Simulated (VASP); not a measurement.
A run of VASP 6.6.1 is set up as follows.

File INCAR:

```
ALGO     = Normal         # electronic algorithm
EDIFF    = 1E-7           # SCF threshold, eV
EDIFFG   = -0.03          # ionic threshold
ENCUT    = 450            # plane-wave cutoff, eV
GGA      = PE             # functional
GGA_COMPAT= False        
IBRION   = 2              # ionic algorithm
ISIF     = 2              # what is computed and relaxed
ISMEAR   = 0              # smearing method
KPAR     = 4            
LASPH    = True           # aspherical terms in the spheres
LCHARG   = False          # write CHGCAR
LREAL    = False          # projectors in reciprocal space
LWAVE    = False          # write WAVECAR
NELM     = 120            # most SCF steps
NELMIN   = 4            
NSW      = 80             # ionic steps
PREC     = Accurate       # precision mode
SIGMA    = 0.05           # smearing width, eV
```

The input KPOINTS:

```
k-points
0
Gamma
  3 2 3
```

POSCAR

```
Sc12H
1.0
    6.6200000000      0.0000000000      0.0000000000
   -4.9650000000      8.5996320000      0.0000000000
    0.0000000000      0.0000000000      5.2761400000
Sc H
12 1
Direct
    0.0000000000      0.0000000000      0.0000000000
    0.1666666700      0.2222222300      0.5000000000
    0.0000000100      0.3333333400      0.0000000000
    0.1666666800      0.5555555700      0.5000000000
    0.0000000200      0.6666666900      0.0000000000
    0.1666666900      0.8888889200      0.5000000000
    0.5000000000      0.0000000000      0.0000000000
    0.6666666700      0.2222222300      0.5000000000
    0.5000000100      0.3333333400      0.0000000000
    0.6666666800      0.5555555700      0.5000000000
    0.5000000200      0.6666666900      0.0000000000
    0.6666666900      0.8888889200      0.5000000000
    0.3155917600      0.7703024400      1.2475178400
```

Potentials or basis: VASP PAW PBE potentials, release 64 (Sc_sv, H).

Command:

```sh
$ cat potpaw_PBE.64/Sc_sv/POTCAR potpaw_PBE.64/H/POTCAR > POTCAR
$ mpirun -np 4 vasp_std > vasp.out
```

(1) What does it give for the energy gained by relaxing?

(2) What does it give for the band gap on the k mesh?

## Answers

(1) 0.9 meV/atom.

(2) zero (an odd number of electrons rules out a gap without spin polarisation).

Caveat: the k points lie up to 0.40 Å⁻¹ apart, too coarse for converged energies and pressures of a metal.
